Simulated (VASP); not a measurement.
# NaI (Fm-3m) in VASP: further runs

Runs on NaI. Level: PBE. Tasks: single point.

Program: VASP 6.6.1. These are calculated values, not measurements. Logs are shortened: lines on timing, memory, paths and dates and some standing lists are left out, and cuts for length are marked.

## (1) The cell of the first run

The structure is cubic, space group Fm-3m (No. 225). The conventional cell has a = 6.528 Å, b = 6.528 Å, c = 6.528 Å, α = 90.00°, β = 90.00°, γ = 90.00°. Na (site symmetry m-3m) has 6 I at 3.26 Å within 4.3 Å. Within 4.3 Å of I (site symmetry m-3m) lie 6 Na at 3.26 Å.

## (2) Single point, PBE

INCAR reads:

```
PREC = Accurate
ENCUT = 520
EDIFF = 1E-6
ISMEAR = 0
SIGMA = 0.02
LREAL = F
LASPH = T
NELM = 60
ALGO = Normal
ISIF = 2
LWAVE = F
LCHARG = F
GGA = PE
NBANDS = 14
```

KPOINTS reads:

```
regular mesh
0
Gamma
  6 6 6
```

POSCAR reads:

```
NaI
1.0
    0.0000000000      3.2640968149      3.2640968149
    3.2640968149      0.0000000000      3.2640968149
    3.2640968149      3.2640968149      0.0000000000
Na I
1 1
Direct
    0.0000000000      0.0000000000      0.0000000000
    0.5000000000      0.5000000000      0.5000000000
```

Potentials or basis: VASP PAW PBE potentials, release 64 (Na_pv, I).

The run is started by

```bash
> cat potpaw_PBE.64/Na_pv/POTCAR potpaw_PBE.64/I/POTCAR > POTCAR
> mpirun -np 1 vasp_std > vasp.out
```

OUTCAR:

```text
PREC = Accurate
   ENCUT = 520
   EDIFF = 1E-6
   ISMEAR = 0
   LREAL = F
   LASPH = T
   NELM = 60
   ISIF = 2
   GGA = PE

 ion  position               nearest neighbor table
   1  0.000  0.000  0.000-
   2  0.500  0.500  0.500-

  LATTYP: Found a face centered cubic cell.
 ALAT       =     6.5281936298

  Lattice vectors:

 A1 = (   0.0000000000,   3.2640968149,   3.2640968149)
 A2 = (   3.2640968149,   0.0000000000,   3.2640968149)
 A3 = (   3.2640968149,   3.2640968149,   0.0000000000)

Analysis of symmetry for initial positions (statically):
=====================================================================
 Subroutine PRICEL returns:
 Original cell was already a primitive cell.

 Routine SETGRP: Setting up the symmetry group for a
 face centered cubic supercell.

 Subroutine GETGRP returns: Found 48 space group operations
 (whereof 48 operations were pure point group operations)
 out of a pool of 48 trial point group operations.

The static configuration has the point symmetry O_h .

Analysis of symmetry for dynamics (positions and initial velocities):
=====================================================================
 Subroutine PRICEL returns:
 Original cell was already a primitive cell.

 Routine SETGRP: Setting up the symmetry group for a
 face centered cubic supercell.

 Subroutine GETGRP returns: Found 48 space group operations
 (whereof 48 operations were pure point group operations)
 out of a pool of 48 trial point group operations.

The dynamic configuration has the point symmetry O_h .

 Subroutine INISYM returns: Found 48 space group operations
 (whereof 48 operations are pure point group operations),
 and found     1 'primitive' translations

----------------------------------------------------------------------------------------

                                     Primitive cell

  volume of cell :      69.5535

  direct lattice vectors                    reciprocal lattice vectors
     0.000000000  3.264096815  3.264096815    -0.153181731  0.153181731  0.153181731
     3.264096815  0.000000000  3.264096815     0.153181731 -0.153181731  0.153181731
     3.264096815  3.264096815  0.000000000     0.153181731  0.153181731 -0.153181731

  length of vectors
     4.616129985  4.616129985  4.616129985     0.265318541  0.265318541  0.265318541

  position of ions in fractional coordinates (direct lattice)
     0.000000000  0.000000000  0.000000000
     0.500000000  0.500000000  0.500000000

  ion indices of the primitive-cell ions
[... 76 lines left out ...]
   PSTRESS=    0.0 pullay stress
   NELECT =      14.0000    total number of electrons
   NUPDOWN=      -1.0000    fix difference up-down
   EMIN   =  10.00;   EMAX   =-10.00  energy-range for DOS
   EFERMI =   0.00;   METHOD = LEGACY
   ISMEAR =     0;   SIGMA  =   0.02  broadening in eV -4-tet -1-fermi 0-gaus
   EFERMI_NEDOS =   21; number of points for ismear=-14 and -15
   IALGO  =     38    algorithm
   IMIX   =      4    mixing-type and parameters
     AMIX     =   0.40;   BMIX     =  1.00
     AMIX_MAG =   1.60;   BMIX_MAG =  1.00
  volume/ion in A,a.u.               =      34.78       234.69
  Fermi-wavevector in a.u.,A,eV,Ry     =   0.959425  1.813051 12.524120  0.920497
  Thomas-Fermi vector in A             =   2.088620
   LORBIT       =      0    0 simple, 1 ext, 2 COOP (PROOUT), +10 PAW based schemes
   GGA     = PE    functional components
   LHFCALC =     F    Hartree Fock is set to
   AEXX    =    0.0000 exact exchange contribution
   IVDW    =     0    specifies the selected vdW correction
   LEPSILON=     F    determine dielectric tensor
   LRPA    =     F    only Hartree local field effects (RPA)
 non-spin polarized calculation
 Gauss-broadening in eV      SIGMA  =   0.02
  energy-cutoff  :      520.00
  volume of cell :       69.55
 maximum number of plane-waves:      1895
 NGX is ok and might be reduce to    36
   NGX = 17   NGY = 17   NGZ = 17

 number of electron      13.9999993 magnetization

 Free energy of the ion-electron system (eV)
  ---------------------------------------------------
  ext. energy  EPLUGINS =         0.00000000
  ---------------------------------------------------
  free energy    TOTEN  =        -5.38743399 eV

  energy without entropy =       -5.38743399  energy(sigma->0) =       -5.38743399

 E-fermi :   0.7457     XC(G=0):  -7.6023

 val. band max:        0.6320179734   @ k =   0.0000   0.0000   0.0000
 cond. band min:       4.2059672621   @ k =   0.0000   0.0000   0.0000
 fundamental gap:      3.5739492887
 Fermi energy:         0.7456904555

 k-point     1 :       0.0000    0.0000    0.0000
  band No.  band energies     occupation
      1     -21.8394      2.00000
      2     -21.8394      2.00000
      3     -21.8394      2.00000
      4     -10.3217      2.00000
      5       0.6320      2.00000
      6       0.6320      2.00000
      7       0.6320      2.00000
      8       4.2060      0.00000
      9       8.5602      0.00000
     10       8.5602      0.00000
     11       8.5602      0.00000
     12      10.3370      0.00000
     13      10.3370      0.00000
     14      11.0472      0.00000
[... 241 lines left out ...]
      1     -21.8424      2.00000
      2     -21.8414      2.00000
      3     -21.8410      2.00000
      4      -9.9541      2.00000
      5      -0.9623      2.00000
      6      -0.4205      2.00000
      7      -0.2141      2.00000
      8       5.9421      0.00000
      9       7.1383      0.00000
     10       9.1137      0.00000
     11       9.1738      0.00000
     12      12.0908      0.00000
     13      12.9551      0.00000
     14      13.1126      0.00000

------------------------ aborting loop because EDIFF is reached ----------------------------------------

  FORCE on cell =-STRESS in cart. coord.  units (eV):
  Direction    XX          YY          ZZ          XY          YZ          ZX
  --------------------------------------------------------------------------------------
  -------------------------------------------------------------------------------------
  Total        0.0135265      0.0135265      0.0135265     -0.0000000      0.0000000      0.0000000
  in kB        0.3115855      0.3115855      0.3115855     -0.0000000      0.0000000      0.0000000
  external PRESSURE =       0.3115855 kB  Pullay stress =       0.0000000 kB

 VOLUME and BASIS-vectors are now :
 -----------------------------------------------------------------------------
  energy-cutoff  :      520.00
  volume of cell :       69.55
      direct lattice vectors                 reciprocal lattice vectors
     0.000000000  3.264096815  3.264096815    -0.153181731  0.153181731  0.153181731
     3.264096815  0.000000000  3.264096815     0.153181731 -0.153181731  0.153181731
     3.264096815  3.264096815  0.000000000     0.153181731  0.153181731 -0.153181731

 POSITION                                       TOTAL-FORCE (eV/Angst)
 -----------------------------------------------------------------------------------
      0.00000      0.00000      0.00000         0.000000      0.000000      0.000000
      3.26410      3.26410      3.26410        -0.000000     -0.000000     -0.000000
 -----------------------------------------------------------------------------------
    total drift:                                0.000000      0.000000      0.000000

  FREE ENERGIE OF THE ION-ELECTRON SYSTEM (eV)
  ---------------------------------------------------
  free  energy   TOTEN  =        -5.3874339904 eV

  energy  without entropy=       -5.3874339904  energy(sigma->0) =       -5.38743399
```

OSZICAR:

```text
N       E                     dE             d eps       ncg     rms          rms(c)
DAV:   1     0.857792096740E+02    0.85779E+02   -0.65539E+03   448   0.874E+02
DAV:   2     0.152231002519E+01   -0.84257E+02   -0.77810E+02   484   0.224E+02
DAV:   3    -0.528632705536E+01   -0.68086E+01   -0.67561E+01   598   0.607E+01
DAV:   4    -0.545360926432E+01   -0.16728E+00   -0.16724E+00   534   0.993E+00
DAV:   5    -0.545884999160E+01   -0.52407E-02   -0.52407E-02   606   0.176E+00    0.160E+00
DAV:   6    -0.539444989520E+01    0.64400E-01   -0.75146E-02   544   0.157E+00    0.108E+00
DAV:   7    -0.538526105039E+01    0.91888E-02   -0.67899E-02   580   0.132E+00    0.614E-01
DAV:   8    -0.538745970022E+01   -0.21986E-02   -0.56033E-03   526   0.585E-01    0.175E-01
DAV:   9    -0.538741880331E+01    0.40897E-04   -0.20267E-04   556   0.123E-01    0.438E-02
DAV:  10    -0.538743311547E+01   -0.14312E-04   -0.39610E-05   526   0.617E-02    0.114E-02
DAV:  11    -0.538743399045E+01   -0.87498E-06   -0.43325E-06   604   0.199E-02
   1 F= -.53874340E+01 E0= -.53874340E+01  d E =-.146487E-17
```

Wall time 6.8 s (1 thread of Intel Xeon 6975P-C (Granite Rapids), shared host); peak memory 0.2 GiB.

Results:

| Property | Result |
| --- | --- |
| Free energy | -5.3874 eV |
| Pressure | 0.0 GPa |
| Band gap on the k mesh | 3.57 eV, direct |

Caveat: spin-orbit coupling is left out, which moves the levels of the heavy elements.

## (3) Single point, PBE

INCAR reads:

```
SYSTEM = NaI
PREC = Accurate
ENCUT = 520
EDIFF = 1E-6
ISMEAR = 0
SIGMA = 0.02
LREAL = .False.
LASPH = .True.
NELM = 80
ALGO = Normal
ISIF = 2
LWAVE = .False.
LCHARG = .False.
GGA = PE
NBANDS = 14
```

KPOINTS reads:

```
Automatic mesh
0
Gamma
  6 6 6
  0 0 0
```

POSCAR is that of step 2.

Potentials or basis: VASP PAW PBE potentials, release 64 (Na_pv, I).

The run is started by

```bash
> cat potpaw_PBE.64/Na_pv/POTCAR potpaw_PBE.64/I/POTCAR > POTCAR
> mpirun -np 1 vasp_std > vasp.out
```

Run time: 7.5 s. Hardware: 1 thread of Intel Xeon 6975P-C (Granite Rapids), shared host; peak memory 0.2 GiB.

Results (log left out):

```
Free energy            : -5.3874 eV
Pressure               : 0.0 GPa
Band gap on the k mesh : 3.57 eV, direct
```

Levels at points of the mesh, in eV from the valence-band top:
```tsv
k point	band 3	band 4	band 5	band 6	band 7	band 8	band 9	band 10	band 11	band 12
(0.00, 0.00, 0.00)	-22.47	-10.95	0.00	0.00	0.00	3.57	7.93	7.93	7.93	9.71
(0.50, 0.00, 0.00)	-22.47	-10.66	-2.09	-0.27	-0.27	5.09	7.42	7.42	8.54	10.24
(0.50, 0.50, 0.00)	-22.47	-10.59	-1.82	-0.71	-0.71	4.47	5.60	9.71	11.15	11.15
```

Caveat: spin-orbit coupling is left out, which moves the levels of the heavy elements.

## (4) Single point, PBE

This run uses another cell than the first one, of 33.90 Å³/atom, 0.975 times its volume.

INCAR reads:

```
SYSTEM = NaI
PREC     = Accurate       ! precision mode
ENCUT    = 520            ! plane-wave cutoff, eV
EDIFF    = 1E-7           ! SCF threshold, eV
ISMEAR   = 0              ! smearing method
SIGMA    = 0.02           ! smearing width, eV
LREAL    = .FALSE.        ! projectors in reciprocal space
LASPH    = .TRUE.         ! aspherical terms in the spheres
NELM     = 60             ! most SCF steps
ALGO     = Normal         ! electronic algorithm
ISIF     = 2              ! what is computed and relaxed
LWAVE    = .FALSE.        ! write WAVECAR
LCHARG   = .TRUE.         ! write CHGCAR
GGA      = PE             ! functional
LELF     = .TRUE.         ! ELF
LVHAR    = .TRUE.       
NBANDS   = 14             ! bands
```

KPOINTS reads:

```
Automatic mesh
0
G
  6 6 6
  0 0 0
```

POSCAR reads:

```
NaI
1.0
    0.0000000000      3.2364000000      3.2364000000
    3.2364000000      0.0000000000      3.2364000000
    3.2364000000      3.2364000000      0.0000000000
Na I
1 1
Direct
    0.0000000000      0.0000000000      0.0000000000
    0.5000000000      0.5000000000      0.5000000000
```

The run is started by

```bash
> cat potpaw_PBE.64/Na_pv/POTCAR potpaw_PBE.64/I/POTCAR > POTCAR
> mpirun -np 1 vasp_std > vasp.out
```

Run time: 8.5 s. Hardware: 1 thread of Intel Xeon 6975P-C (Granite Rapids), shared host; peak memory 0.2 GiB.

It converged, with:

```
Free energy            : -5.3849 eV
Pressure               : 0.4 GPa
Band gap on the k mesh : 3.64 eV, direct
```

Levels at points of the mesh, in eV from the valence-band top:
| k point | band 5 | band 6 | band 7 | band 8 | band 9 | band 10 |
| --- | --- | --- | --- | --- | --- | --- |
| (0.00, 0.00, 0.00) | 0.00 | 0.00 | 0.00 | 3.64 | 7.93 | 7.93 |
| (0.50, 0.00, 0.00) | -2.18 | -0.28 | -0.28 | 5.09 | 7.44 | 7.44 |
| (0.50, 0.50, 0.00) | -1.90 | -0.74 | -0.74 | 4.49 | 5.55 | 9.87 |

Caveat: spin-orbit coupling is left out, which moves the levels of the heavy elements.
